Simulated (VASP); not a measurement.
Here is a VASP 6.6.1 calculation.

POSCAR

```
Zn7O
1.0
    2.9928430578      0.0000000000      0.0000000000
   -1.4964215289      2.5918781176      0.0000000000
    0.0000000000      0.0000000000     15.3183679688
Zn O
7 1
Direct
    0.3333333333      0.6666666667      0.7338148819
    0.6666666667      0.3333333333      0.8670370632
    0.3333333333      0.6666666667      0.4637433228
    0.0000000000      0.0000000000      0.5981990777
    0.0000000000      0.0000000000     -0.0039580286
    0.3333333333      0.6666666667      0.1862651795
    0.0000000000      0.0000000000      0.3272959140
    0.0000000000      0.0000000000      0.1216025896
```

INCAR.step1

```
PREC = Accurate
ENCUT = 520
ISMEAR = 0
SIGMA = 0.1
LREAL = False
LASPH = True
NELM = 60
NBANDS = 55
GGA = PE
ALGO = Normal
EDIFF = 1E-4
LWAVE = True
LCHARG = False
```

File INCAR.step2:

```
PREC = Accurate
ENCUT = 520
EDIFF = 1E-6
ISMEAR = 0
SIGMA = 0.1
LREAL = False
LASPH = True
NELM = 60
ALGO = Normal
ISIF = 2
LWAVE = False
LCHARG = True
METAGGA = R2SCAN
LMIXTAU = True
LELF = True
LVHAR = True
NBANDS = 55
ISTART = 1
```

Contents of KPOINTS:

```
regular mesh
0
Gamma
  12 12 2
```

Potentials or basis: VASP PAW PBE potentials, release 64 (Zn, O).

Launch:

```bash
$ cat potpaw_PBE.64/Zn/POTCAR potpaw_PBE.64/O/POTCAR > POTCAR
$ cp INCAR.step1 INCAR
$ mpirun -np 1 vasp_std > vasp.out
$ cp INCAR.step2 INCAR
$ mpirun -np 1 vasp_std > vasp.out
```

Task: Estimate the largest force.

Result: 0.214 eV/Å.

Task: What does it give for the pressure?

Result: -3.8 GPa.

Task: Estimate the band gap on the k mesh.

Result: Zero (bands 45 and 46 overlap by 1.47 eV).

Forces on the atoms (eV/Å):
```
Zn   0.000  0.000  0.006
Zn   0.000  0.000  0.030
Zn   0.000  0.000  0.006
Zn   0.000  0.000  0.009
Zn   0.000  0.000  0.074
Zn   0.000  0.000 -0.214
Zn   0.000  0.000  0.040
O    0.000  0.000  0.049
```

Caveat: the cell stands under tension; the PAW data sets were made with another functional, which shifts forces and pressure a little.
